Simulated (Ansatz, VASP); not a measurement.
**Two plane-wave programs on AlN**

Contents of INCAR:

```
PREC = Accurate
ENCUT = 600
EDIFF = 1E-6
ISMEAR = 0
SIGMA = 0.02
LREAL = F
LASPH = T
NELM = 120
ALGO = Normal
ISIF = 2
LWAVE = F
LCHARG = F
GGA = PS
NBANDS = 11
GGA_COMPAT = F
```

File KPOINTS:

```
Automatic mesh
0
Gamma
  10 10 10
```

Contents of POSCAR:

```
AlN
1.0
    0.0000000000      2.1888704971      2.1888704971
    2.1888704971      0.0000000000      2.1888704971
    2.1888704971      2.1888704971      0.0000000000
Al N
1 1
Direct
    0.0000000000      0.0000000000      0.0000000000
    0.2500000000      0.2500000000      0.2500000000
```

Input for Ansatz:

```yaml
crystal:
  lattice:
    - [0.0, 2.1888704971, 2.1888704971]
    - [2.1888704971, 0.0, 2.1888704971]
    - [2.1888704971, 2.1888704971, 0.0]
  atoms:
    - { symbol: Al, position: [0.0, 0.0, 0.0] }
    - { symbol: "N", position: [0.25, 0.25, 0.25] }
basis:
  ecutwfc: 600.0
kpoints:
  mp_grid: { grid: [10, 10, 10] }
hamiltonian:
  xc: pbesol
scf:
  occupations: { method: gaussian, width: 0.02 }
output:
  forces: true
  stress: true
  eigenvalues: true
```

Alike in both runs: task single point; functional PBEsol; k mesh 10 × 10 × 10; occupations gaussian, width 0.02 eV; no spin polarisation.

|  | VASP | Ansatz |
| --- | --- | --- |
| version | VASP 6.6.1 | Ansatz 0.2.0 |
| potentials or method | VASP PAW PBE potentials, release 64 (Al, N), cutoff 600 eV | scalar-relativistic, plane waves, PAW |
| valence electrons in the cell | 8 | 8 |

|  | VASP | Ansatz | Ansatz less VASP |
| --- | --- | --- | --- |
| gap on the k mesh at the Fermi level (eV) | 3.18 | 3.19 | +0.008 |
| least direct gap on the mesh (eV) | 4.07 | 4.06 | -0.015 |
| pressure (GPa) | -0.2 | 0.0 | +0.15 |

VASP's potentials were made for PBE, not for PBEsol.
